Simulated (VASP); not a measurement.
Write the native input for VASP 6.6.1 that does the following.

| Property | Result |
| --- | --- |
| Task | single point |
| Functional | PBEsol |
| Potentials or basis | VASP PAW PBE potentials, release 64 (Se, Ga_d) |
| Cutoff | 520 eV |
| k mesh | 6 × 6 × 6 |
| Occupations | fermi-dirac, width 0.05 eV |
| Spin | no spin polarisation |
| Dipole correction | no |
| Further INCAR settings | ALGO = Normal; EDIFF = 1e-06; NBANDS = 30 |

The structure of Ga3Se lies in POSCAR:

```
Ga3Se
1.0
    4.1038409316      0.0000000000      0.0000000000
    0.0000000000      4.1038409316      0.0000000000
    0.0000000000      0.0000000000      4.1038409316
Se Ga
1 3
Direct
    0.0000000000      0.0000000000      0.0000000000
    0.5000000000      0.5000000000      0.0000000000
    0.5000000000      0.0000000000      0.5000000000
    0.0000000000      0.5000000000      0.5000000000
```

One way to write it, as run:

INCAR

```
SYSTEM = Ga3Se
PREC = Accurate
ENCUT = 520
EDIFF = 1E-6
ISMEAR = -1
SIGMA = 0.05
LREAL = .False.
LASPH = .True.
NELM = 80
ALGO = Normal
ISIF = 2
LWAVE = .False.
LCHARG = .False.
GGA = PS
NBANDS = 30
```

KPOINTS

```
Automatic mesh
0
Gamma
  6 6 6
  0 0 0
```

Potentials or basis: VASP PAW PBE potentials, release 64 (Se, Ga_d).

Run with:

```bash
$ cat potpaw_PBE.64/Se/POTCAR potpaw_PBE.64/Ga_d/POTCAR > POTCAR
$ mpirun -np 1 vasp_std > vasp.out
```

Results of the run:

- Pressure: 10.2 GPa
- Band gap on the k mesh: zero (an odd number of electrons rules out a gap without spin polarisation)

Caveat: the cell stands under pressure; the PAW data sets were made with another functional, which shifts forces and pressure a little.

Run time: 52 s on 1 thread of Intel Xeon 8259CL, on a shared host, peak memory 0.19 GiB.
